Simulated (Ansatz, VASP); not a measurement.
This is a calculation of CdSe for VASP 6.6.1.

INCAR

```
ALGO     = Normal         # electronic algorithm
EDIFF    = 1E-6           # SCF threshold, eV
ENCUT    = 500            # plane-wave cutoff, eV
GGA      = PE             # functional
GGA_COMPAT= F            
ISIF     = 2              # what is computed and relaxed
ISMEAR   = -1             # smearing method
LASPH    = T              # aspherical terms in the spheres
LCHARG   = F              # write CHGCAR
LREAL    = F              # projectors in reciprocal space
LWAVE    = F              # write WAVECAR
NBANDS   = 26             # bands
NELM     = 120            # most SCF steps
PREC     = Accurate       # precision mode
SIGMA    = 0.03           # smearing width, eV
```

KPOINTS

```
k-points
0
Gamma
  4 4 2
```

File POSCAR:

```
CdSe
1.0
    4.3000000000      0.0000000000      0.0000000000
   -2.1500000000      3.7239092363      0.0000000000
    0.0000000000      0.0000000000      7.0200000000
Cd Se
2 2
Direct
    0.6666666667      0.3333333333      0.5000000000
    0.3333333333      0.6666666667      0.0000000000
    0.6666666667      0.3333333333      0.8850000000
    0.3333333333      0.6666666667      0.3850000000
```

Potentials or basis: VASP PAW PBE potentials, release 64 (Cd, Se).

Run with:

```sh
$ cat potpaw_PBE.64/Cd/POTCAR potpaw_PBE.64/Se/POTCAR > POTCAR
$ mpirun -np 1 vasp_std > vasp.out
```

Set up the same calculation for Ansatz 0.2.0. Potentials there: all-electron LAPW, scalar-relativistic.

As run (the cutoff follows the program's own potentials):

Contents of input.yaml:

```yaml
crystal:
  lattice:
    - [4.3, 0.0, 0.0]
    - [-2.15, 3.7239092363, 0.0]
    - [0.0, 0.0, 7.02]
  atoms:
    - { symbol: Cd, position: [0.6666666667, 0.3333333333, 0.5] }
    - { symbol: Cd, position: [0.3333333333, 0.6666666667, 0.0] }
    - { symbol: Se, position: [0.6666666667, 0.3333333333, 0.885] }
    - { symbol: Se, position: [0.3333333333, 0.6666666667, 0.385] }
kpoints:
  mp_grid: { grid: [4, 4, 2] }
scf:
  occupations: { method: fermi_dirac, width: 0.03 }
hamiltonian:
  xc: pbe
  pseudopotentials: { kind: all_electron, lapw: { basis_error: 0.002 } }
output:
  forces: true
  stress: true
  eigenvalues: true
```

Potentials or basis: all-electron LAPW, scalar-relativistic.

The run is started by

```console
$ ansatz run input.yaml --threads 2 --pin off --max-ram 6144MiB --backend cpu --events-out ev --progress --plain --runs-dir out
```

Both were run:

|  | VASP | Ansatz | Ansatz less VASP |
| --- | --- | --- | --- |
| gap on the k mesh at the Fermi level (eV) | 0.70 | 0.70 | 0.000 |
| least direct gap on the mesh (eV) | 0.70 | 0.70 | 0.000 |
| pressure (GPa) | 3.4 | 3.1 | -0.29 |
| traceless stress, the component that is largest in VASP (GPa) | -1.59 | -1.54 | +0.050 |
| rms of the force components (eV/Å) | 0.177 | 0.172 | -0.0052 |

Atom by atom the forces differ by 0.005 eV/Å (rms over components). Ansatz ran all-electron here, and VASP with PAW potentials.

The k mesh is coarse, so the values compare programs but aren't converged.
